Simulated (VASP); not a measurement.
Write the native input for VASP 6.6.1 that does the following.

- Task: single point
- Functional: PBE
- Potentials or basis: VASP PAW PBE potentials, release 64 (Ba_sv, F)
- Cutoff: 600 eV
- k mesh: 10 × 10 × 10
- Occupations: gaussian, width 0.05 eV
- Spin: no spin polarisation
- Dipole correction: no
- Further INCAR settings: ALGO = Normal; EDIFF = 1e-06; NBANDS = 19

The structure of BaF2 lies in POSCAR:

```
BaF2
1.0
    0.0000000000      3.1103474992      3.1103474992
    3.1103474992      0.0000000000      3.1103474992
    3.1103474992      3.1103474992      0.0000000000
Ba F
1 2
Direct
    0.0000000000      0.0000000000      0.0000000000
    0.2500000000      0.2500000000      0.2500000000
    0.7500000000      0.7500000000      0.7500000000
```

The input as run:

INCAR

```
PREC = Accurate
ENCUT = 600
EDIFF = 1E-6
ISMEAR = 0
SIGMA = 0.05
LREAL = False
LASPH = True
NELM = 120
ALGO = Normal
ISIF = 2
LWAVE = False
LCHARG = False
GGA = PE
NBANDS = 19
GGA_COMPAT = False
```

KPOINTS

```
Automatic mesh
0
Gamma
  10 10 10
```

Potentials or basis: VASP PAW PBE potentials, release 64 (Ba_sv, F).

Run with:

```console
$ cat potpaw_PBE.64/Ba_sv/POTCAR potpaw_PBE.64/F/POTCAR > POTCAR
$ mpirun -np 1 vasp_std > vasp.out
```

It gave:

The pressure is 1.6 GPa and the band gap on the k mesh is 6.72 eV (least direct gap 6.79 eV).

Caveat: spin-orbit coupling is left out, which moves the levels of the heavy elements.

Wall time 32 s on 1 thread of Intel(R) Xeon(R) Platinum 8488C (Sapphire Rapids), with other jobs on the host, peak memory 0.24 GiB.
